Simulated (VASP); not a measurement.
Set up this calculation in VASP 6.6.1, as the native input.

* Task: relaxation of cell and atoms
* Functional: PBE
* Potentials or basis: VASP PAW PBE potentials, release 64 (Rb_sv, H)
* Cutoff: 600 eV
* k mesh: 4 × 4 × 6
* Occupations: gaussian, width 0.1 eV
* Spin: no spin polarisation
* Dipole correction: no
* Further INCAR settings: ALGO = Normal; EDIFF = 1e-06; IBRION = 2; EDIFFG = -0.04; NSW = 90; ISIF = 3

The structure of RbH3 lies in POSCAR:

```
RbH3
1.0
    2.9821846280     -3.2050376239      0.0000000000
    2.9821846280      3.2050376239      0.0000000000
    0.0000000000      0.0000000000      3.5381591938
Rb H
1 3
Direct
    0.0000000000      0.0000000000      0.6666666667
    0.6452239272      0.3547760728      0.2904478545
    0.3547760728      0.6452239272      0.2904478545
    0.5000000000      0.5000000000      0.8286004245
```

One way to write it, as run:

INCAR

```
  PREC = Accurate
  ENCUT = 600
  EDIFF = 1E-6
  ISMEAR = 0
  SIGMA = 0.1
  LREAL = False
  LASPH = True
  NELM = 80
  ALGO = Normal
  ISIF = 3
  LWAVE = False
  LCHARG = False
  GGA = PE
  IBRION = 2
  NSW = 90
  EDIFFG = -0.04
```

KPOINTS

```
Automatic mesh
0
Gamma
  4 4 6
```

Potentials or basis: VASP PAW PBE potentials, release 64 (Rb_sv, H).

Launch:

```bash
$ cat potpaw_PBE.64/Rb_sv/POTCAR potpaw_PBE.64/H/POTCAR > POTCAR
$ mpirun -np 1 vasp_std > vasp.out
```

Results of the run:

```
Relaxed volume                         : 14.68 Å³/atom
Relaxed cell                           : a = 4.263 Å, b = 4.263 Å, c = 3.589 Å, α = 90.00°, β = 90.00°, γ = 115.80°
Space group after relaxing (to 0.05 Å) : Cmm2 (No. 35)
Energy gained by relaxing              : 842.4 meV/atom
Ionic steps                            : 40
Pressure after relaxing                : 0.0 GPa
Largest force after relaxing           : 0.021 eV/Å
Band gap on the k mesh                 : 0.95 eV, direct
```

Wall time 4.6 min on 1 thread of Intel(R) Xeon(R) Platinum 8488C (Sapphire Rapids), on a shared host, peak memory 0.22 GiB.
